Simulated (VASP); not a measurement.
# ZrS2 in VASP: further runs

Runs on ZrS2. Level: PBE+D3(BJ). Tasks: single point.

Program: VASP 6.6.1. These are calculated values, not measurements. Logs are shortened: lines on timing, memory, paths and dates and some standing lists are left out, and cuts for length are marked.

### Step 1. The cell of the first run

The cell holds a slab with vacuum, 3 atoms: a = 3.649 Å, b = 3.649 Å, c = 31.842 Å, α = 90.00°, β = 90.00°, γ = 120.00°.

### Step 2. Single point, PBE+D3(BJ)

Input file INCAR:

```
SYSTEM = ZrS2
ALGO     = Normal         ! electronic algorithm
DIPOL    = 0.5 0.5 0.500
EDIFF    = 1E-6           ! SCF threshold, eV
ENCUT    = 400            ! plane-wave cutoff, eV
GGA      = PE             ! functional
GGA_COMPAT= .FALSE.      
IDIPOL   = 3            
ISIF     = 2              ! what is computed and relaxed
ISMEAR   = 0              ! smearing method
IVDW     = 12             ! dispersion correction
LASPH    = .TRUE.         ! aspherical terms in the spheres
LCHARG   = .FALSE.        ! write CHGCAR
LDIPOL   = .TRUE.       
LREAL    = .FALSE.        ! projectors in reciprocal space
LWAVE    = .FALSE.        ! write WAVECAR
NBANDS   = 19             ! bands
NELM     = 120            ! most SCF steps
NELMDL   = -8           
PREC     = Accurate       ! precision mode
SIGMA    = 0.02           ! smearing width, eV
```

Input file KPOINTS:

```
k-points
0
G
  9 9 1
  0 0 0
```

Input file POSCAR:

```
ZrS2
1.0
    3.6490000000      0.0000000000      0.0000000000
   -1.8245000000      3.1601266984      0.0000000000
    0.0000000000      0.0000000000     31.8416303012
S Zr
2 1
Direct
    0.6666666667      0.3333333333      0.4565819970
    0.3333333333      0.6666666667      0.5434180030
    0.0000000000      0.0000000000      0.5000000000
```

Potentials or basis: VASP PAW PBE potentials, release 64 (S, Zr_sv).

Launch:

```sh
$ cat potpaw_PBE.64/S/POTCAR potpaw_PBE.64/Zr_sv/POTCAR > POTCAR
$ mpirun -np 1 vasp_std > vasp.out
```

OUTCAR:

```text
SYSTEM = ZrS2
   EDIFF = 1E-6
   ENCUT = 400
   GGA = PE
   ISIF = 2
   ISMEAR = 0
   IVDW = 12
   LASPH = .TRUE.
   LREAL = .FALSE.
   NELM = 120
   NELMDL = -8
   PREC = Accurate
 IVDW          = 12

 ion  position               nearest neighbor table
   1  0.667  0.333  0.457-   3 2.52   3 2.52   3 2.52
   2  0.333  0.667  0.543-   3 2.52   3 2.52   3 2.52
   3  0.000  0.000  0.500-   1 2.52   2 2.52   2 2.52   1 2.52   1 2.52   2 2.52

  LATTYP: Found a hexagonal cell.
 ALAT       =     3.6490000000
 C/A-ratio  =     8.7261250483

  Lattice vectors:

 A1 = (   3.6490000000,   0.0000000000,   0.0000000000)
 A2 = (  -1.8245000000,   3.1601266984,   0.0000000000)
 A3 = (   0.0000000000,   0.0000000000,  31.8416303012)

Analysis of symmetry for initial positions (statically):
=====================================================================
 Subroutine PRICEL returns:
 Original cell was already a primitive cell.

 Routine SETGRP: Setting up the symmetry group for a
 hexagonal supercell.

 Subroutine GETGRP returns: Found 12 space group operations
 (whereof 12 operations were pure point group operations)
 out of a pool of 24 trial point group operations.

The static configuration has the point symmetry D_3d.

Analysis of symmetry for dynamics (positions and initial velocities):
=====================================================================
 Subroutine PRICEL returns:
 Original cell was already a primitive cell.

 Routine SETGRP: Setting up the symmetry group for a
 hexagonal supercell.

 Subroutine GETGRP returns: Found 12 space group operations
 (whereof 12 operations were pure point group operations)
 out of a pool of 24 trial point group operations.

The dynamic configuration has the point symmetry D_3d.

 Subroutine INISYM returns: Found 12 space group operations
 (whereof 12 operations are pure point group operations),
 and found     1 'primitive' translations

----------------------------------------------------------------------------------------

                                     Primitive cell

  volume of cell :     367.1755

  direct lattice vectors                    reciprocal lattice vectors
     3.649000000  0.000000000  0.000000000     0.274047684  0.158221504  0.000000000
    -1.824500000  3.160126698  0.000000000     0.000000000  0.316443009  0.000000000
     0.000000000  0.000000000 31.841630301     0.000000000  0.000000000  0.031405427

  length of vectors
     3.649000000  3.649000000 31.841630301     0.316443009  0.316443009  0.031405427

  position of ions in fractional coordinates (direct lattice)
     0.666666667  0.333333333  0.456581997
     0.333333333  0.666666667  0.543418003
     0.000000000  0.000000000  0.500000000

  ion indices of the primitive-cell ions
   primitive index   ion index
                 1           1
                 2           2
                 3           3

----------------------------------------------------------------------------------------

 KPOINTS: k-points

Automatic generation of k-mesh.
 Grid dimensions read from file:
 generate k-points for:    9    9    1

 Generating k-lattice:

  Cartesian coordinates                     Fractional coordinates (reciprocal lattice)
     0.030449743  0.017580167  0.000000000     0.111111111  0.000000000  0.000000000
     0.000000000  0.035160334  0.000000000     0.000000000  0.111111111  0.000000000
     0.000000000  0.000000000  0.031405427     0.000000000  0.000000000  1.000000000

  Length of vectors
     0.035160334  0.035160334  0.031405427

  Shift w.r.t. Gamma in fractional coordinates (k-lattice)
     0.000000000  0.000000000  0.000000000

 Subroutine IBZKPT returns following result:
 ===========================================

 Found     12 irreducible k-points:

 Following reciprocal coordinates:
            Coordinates               Weight
  0.000000  0.000000  0.000000      1.000000
  0.111111  0.000000  0.000000      6.000000
  0.222222  0.000000  0.000000      6.000000
  0.333333  0.000000  0.000000      6.000000
  0.444444  0.000000  0.000000      6.000000
  0.111111  0.111111  0.000000      6.000000
  0.222222  0.111111  0.000000     12.000000
  0.333333  0.111111  0.000000     12.000000
  0.444444  0.111111  0.000000      6.000000
  0.222222  0.222222  0.000000      6.000000
  0.333333  0.222222  0.000000     12.000000
  0.333333  0.333333  0.000000      2.000000
   k-points           NKPTS =     12   k-points in BZ     NKDIM =     12   number of bands    NBANDS=     19
   number of dos      NEDOS =    301   number of ions     NIONS =      3
   total plane-waves  NPLWV = 120960
   dimension x,y,z NGX =    24 NGY =   24 NGZ =  210
   dimension x,y,z NGXF=    48 NGYF=   48 NGZF=  420
   ions per type =               2   1
   NGX,Y,Z   is equivalent  to a cutoff of  10.93, 10.93, 10.96 a.u.
   NGXF,Y,Z  is equivalent  to a cutoff of  21.87, 21.87, 21.93 a.u.
 SYSTEM =  ZrS2
   PREC   = accura    normal or accurate (medium, high low for compatibility)
   ISTART =      0    job   : 0-new  1-cont  2-samecut
   ICHARG =      2    charge: 1-file 2-atom 10-const
   ISPIN  =      1    spin polarized calculation?
   LNONCOLLINEAR =      F non collinear calculations
   LSORBIT =      F    spin-orbit coupling
   LASPH  =      T    aspherical Exc in radial PAW
   ENCUT  =  400.0 eV  29.40 Ry    5.42 a.u.   5.95  5.95 51.93*2*pi/ulx,y,z
   NELM   =    120;   NELMIN=  2; NELMDL= -8     # of ELM steps
   EDIFF  = 0.1E-05   stopping-criterion for ELM
   LREAL  =      F    real-space projection
[... 7 lines left out ...]
   TEBEG  =    0.0;   TEEND  =   0.0 temperature during run
   PSTRESS=    0.0 pullay stress
   NELECT =      24.0000    total number of electrons
   NUPDOWN=      -1.0000    fix difference up-down
   EMIN   =  10.00;   EMAX   =-10.00  energy-range for DOS
   EFERMI =   0.00;   METHOD = LEGACY
   ISMEAR =     0;   SIGMA  =   0.02  broadening in eV -4-tet -1-fermi 0-gaus
   EFERMI_NEDOS =   21; number of points for ismear=-14 and -15
   IALGO  =     38    algorithm
   IMIX   =      4    mixing-type and parameters
     AMIX     =   0.40;   BMIX     =  1.00
     AMIX_MAG =   1.60;   BMIX_MAG =  1.00
  volume/ion in A,a.u.               =     122.39       825.94
  Fermi-wavevector in a.u.,A,eV,Ry     =   0.659458  1.246196  5.916974  0.434885
  Thomas-Fermi vector in A             =   1.731600
   LORBIT       =      0    0 simple, 1 ext, 2 COOP (PROOUT), +10 PAW based schemes
   GGA     = PE    functional components
   LHFCALC =     F    Hartree Fock is set to
   AEXX    =    0.0000 exact exchange contribution
   IVDW    =    12    specifies the selected vdW correction
   LEPSILON=     F    determine dielectric tensor
   LRPA    =     F    only Hartree local field effects (RPA)
 non-spin polarized calculation
 Gauss-broadening in eV      SIGMA  =   0.02
  energy-cutoff  :      400.00
  volume of cell :      367.18
 maximum number of plane-waves:      6756
 NGX is ok and might be reduce to    24
   NGX = 11   NGY = 11   NGZ =103

 dipolmoment           0.000000      0.000000      0.000000 electrons x Angstroem

 number of electron      24.0000007 magnetization

 dipolmoment           0.000000      0.000000     -0.000000 electrons x Angstroem

 Free energy of the ion-electron system (eV)
  ---------------------------------------------------
  ext. energy  EPLUGINS =         0.00000000
  ---------------------------------------------------
  free energy    TOTEN  =       -21.34608809 eV

  energy without entropy =      -21.34608809  energy(sigma->0) =      -21.34608809

 E-fermi :  -4.2507     XC(G=0):  -2.0724

 val. band max:       -4.4053006444   @ k =   0.0000   0.0000   0.0000
 cond. band min:      -3.0442260179   @ k =   0.4444   0.0000   0.0000
 fundamental gap:      1.3610746265
 Fermi energy:        -4.2507394960

 k-point     1 :       0.0000    0.0000    0.0000
  band No.  band energies     occupation
      1     -53.0774      2.00000
      2     -31.1863      2.00000
      3     -31.0127      2.00000
      4     -31.0127      2.00000
      5     -16.9547      2.00000
      6     -15.6062      2.00000
[... 11 lines left out ...]
     18       1.2599      0.00000
     19       1.5858      0.00000

 k-point     2 :       0.1111    0.0000    0.0000
  band No.  band energies     occupation
      1     -53.0749      2.00000
      2     -31.1786      2.00000
      3     -31.0484      2.00000
      4     -31.0202      2.00000
      5     -16.8192      2.00000
      6     -15.6395      2.00000
[... 11 lines left out ...]
     18       1.5545      0.00000
     19       1.8453      0.00000

 k-point     3 :       0.2222    0.0000    0.0000
  band No.  band energies     occupation
      1     -53.0686      2.00000
      2     -31.1605      2.00000
      3     -31.1362      2.00000
      4     -31.0391      2.00000
      5     -16.4692      2.00000
      6     -15.7141      2.00000
[... 11 lines left out ...]
     18       2.2147      0.00000
     19       2.4643      0.00000

 k-point     4 :       0.3333    0.0000    0.0000
  band No.  band energies     occupation
      1     -53.0614      2.00000
      2     -31.2376      2.00000
      3     -31.1358      2.00000
      4     -31.0605      2.00000
      5     -16.1261      2.00000
      6     -15.7034      2.00000
[... 143 lines left out ...]
     18       3.5128      0.00000
     19       3.5396      0.00000

 k-point    11 :       0.3333    0.2222    0.0000
  band No.  band energies     occupation
      1     -53.0546      2.00000
      2     -31.2619      2.00000
      3     -31.1496      2.00000
      4     -31.1151      2.00000
      5     -15.8444      2.00000
      6     -15.6189      2.00000
[... 11 lines left out ...]
     18       3.6465      0.00000
     19       4.2447      0.00000

 k-point    12 :       0.3333    0.3333    0.0000
  band No.  band energies     occupation
      1     -53.0533      2.00000
      2     -31.2162      2.00000
      3     -31.2162      2.00000
      4     -31.1119      2.00000
      5     -15.6978      2.00000
      6     -15.6978      2.00000
[... 11 lines left out ...]
     18       4.5777      0.00000
     19       4.6658      0.00000

------------------------ aborting loop because EDIFF is reached ----------------------------------------

 vacuum level on the upper side and lower side of the slab       (xc-potential included)        -0.006        -0.006

 Edisp (eV)   -0.74771

 E8    (eV) :    -0.3393

  FORCE on cell =-STRESS in cart. coord.  units (eV):
  Direction    XX          YY          ZZ          XY          YZ          ZX
  --------------------------------------------------------------------------------------
  -------------------------------------------------------------------------------------
  Total       1.59051     1.59051     2.45333    -0.00000    -0.00000    -0.00000
  in kB       6.94024     6.94024    10.70514    -0.00000    -0.00000    -0.00000
  external pressure =        8.20 kB  Pullay stress =        0.00 kB

 VOLUME and BASIS-vectors are now :
 -----------------------------------------------------------------------------
  energy-cutoff  :      400.00
  volume of cell :      367.18
      direct lattice vectors                 reciprocal lattice vectors
     3.649000000  0.000000000  0.000000000     0.274047684  0.158221504  0.000000000
    -1.824500000  3.160126698  0.000000000     0.000000000  0.316443009  0.000000000
     0.000000000  0.000000000 31.841630301     0.000000000  0.000000000  0.031405427

 POSITION                                       TOTAL-FORCE (eV/Angst)
 -----------------------------------------------------------------------------------
      1.82450      1.05338     14.53832        -0.000000      0.000000     -0.904253
     -0.00000      2.10675     17.30332         0.000000     -0.000000      0.904253
      0.00000      0.00000     15.92082        -0.000000      0.000000      0.000000
 -----------------------------------------------------------------------------------
    total drift:                               -0.000000     -0.000000     -0.000000

  FREE ENERGIE OF THE ION-ELECTRON SYSTEM (eV)
  ---------------------------------------------------
  free  energy   TOTEN  =       -22.0938010376 eV

  energy  without entropy=      -22.0938010376  energy(sigma->0) =      -22.09380104

 vacuum level on the upper side and lower side of the slab         2.004         2.004
```

It took 3.1 min on 1 thread of Intel Xeon 8259CL, shared host; peak memory 0.36 GiB.

What came out:

| Quantity | Value |
| --- | --- |
| Free energy | -22.0938 eV |
| Largest force | 0.904 eV/Å |
| Band gap on the k mesh | 1.36 eV (least direct gap 1.70 eV) |
| Dispersion energy per atom | -0.249 eV |

Forces in eV/Å, atoms in the order of the input:
```
S    0.000  0.000 -0.904
S    0.000  0.000  0.904
Zr   0.000  0.000  0.000
```

### Step 3. Single point, PBE+D3(BJ)

Input file INCAR:

```
SYSTEM = ZrS2
  PREC = Accurate
  ENCUT = 400
  EDIFF = 1E-6
  ISMEAR = 0
  SIGMA = 0.02
  LREAL = .FALSE.
  LASPH = .TRUE.
  NELM = 120
  ALGO = Normal
  ISIF = 2
  LWAVE = .FALSE.
  LCHARG = .TRUE.
  LDIPOL = .TRUE.
  IDIPOL = 3
  DIPOL = 0.5 0.5 0.500
  GGA = PE
  IVDW = 12
  LELF = .TRUE.
  LVHAR = .TRUE.
  LVACPOTAV = .TRUE.
  NBANDS = 19
  GGA_COMPAT = .FALSE.
  NELMDL = -8
```

Input file KPOINTS:

```
regular mesh
0
G
  9 9 1
  0 0 0
```

Input file POSCAR:

```
ZrS2
1.0
    3.6490000000      0.0000000000      0.0000000000
   -1.8245000000      3.1601266984      0.0000000000
    0.0000000000      0.0000000000     31.8416303012
S Zr
2 1
Direct
    0.6666666667      0.3333333333      0.4541951845
    0.3333333333      0.6666666667      0.5458048155
    0.0000000000      0.0000000000      0.5000000000
```

Potentials or basis: VASP PAW PBE potentials, release 64 (S, Zr_sv).

Launch:

```sh
$ cat potpaw_PBE.64/S/POTCAR potpaw_PBE.64/Zr_sv/POTCAR > POTCAR
$ mpirun -np 1 vasp_std > vasp.out
```

Run time: 2.9 min. Hardware: 1 thread of Intel Xeon 8259CL, shared host; peak memory 0.36 GiB.

The run converged. Its results:

* Free energy: -22.1624 eV
* Largest force: 0.008 eV/Å
* Band gap on the k mesh: 1.13 eV (least direct gap 1.69 eV)
* Dispersion energy per atom: -0.246 eV

Forces in eV/Å, atoms in the order of the input:
```
S    0.000  0.000 -0.008
S    0.000  0.000  0.008
Zr   0.000  0.000  0.000
```

Levels at points of the mesh, in eV from the valence-band top:
```csv
k point,band 10,band 11,band 12,band 13,band 14,band 15
"(0.00, 0.00, 0.00)",-0.88,0.00,0.00,1.69,1.69,2.57
```

### Step 4. Single point, PBE+D3(BJ)

Input file INCAR:

```
SYSTEM = ZrS2
PREC = Accurate
ENCUT = 400
EDIFF = 1E-6
ISMEAR = 0
SIGMA = 0.02
LREAL = .FALSE.
LASPH = .TRUE.
NELM = 120
ALGO = Normal
ISIF = 2
LWAVE = .FALSE.
LCHARG = .FALSE.
LDIPOL = .TRUE.
IDIPOL = 3
DIPOL = 0.5 0.5 0.500
GGA = PE
IVDW = 12
NBANDS = 19
GGA_COMPAT = .FALSE.
NELMDL = -8
```

Input file KPOINTS:

```
Automatic mesh
0
G
  9 9 1
  0 0 0
```

Input file POSCAR:

```
ZrS2
1.0
    3.6490000000      0.0000000000      0.0000000000
   -1.8245000000      3.1601266984      0.0000000000
    0.0000000000      0.0000000000     31.8416303012
S Zr
2 1
Direct
    0.6666666667      0.3333333333      0.4518083721
    0.3333333333      0.6666666667      0.5481916279
    0.0000000000      0.0000000000      0.5000000000
```

Launch:

```sh
$ cat potpaw_PBE.64/S/POTCAR potpaw_PBE.64/Zr_sv/POTCAR > POTCAR
$ mpirun -np 1 vasp_std > vasp.out
```

Run time: 2.8 min. Hardware: 1 thread of Intel Xeon 8259CL, shared host; peak memory 0.36 GiB.

Results (log left out):

| Property | Result |
| --- | --- |
| Free energy | -22.0994 eV |
| Largest force | 0.825 eV/Å |
| Band gap on the k mesh | 0.89 eV (least direct gap 1.64 eV) |
| Dispersion energy per atom | -0.242 eV |

Forces on the atoms (eV/Å):
```
S    0.000  0.000  0.825
S    0.000  0.000 -0.825
Zr   0.000  0.000  0.000
```

Levels at points of the mesh, in eV from the valence-band top:
```csv
k point,band 10,band 11,band 12,band 13,band 14,band 15
"(0.00, 0.00, 0.00)",-1.01,0.00,0.00,1.64,1.64,2.23
```

(Continued in part 2 of 2.)
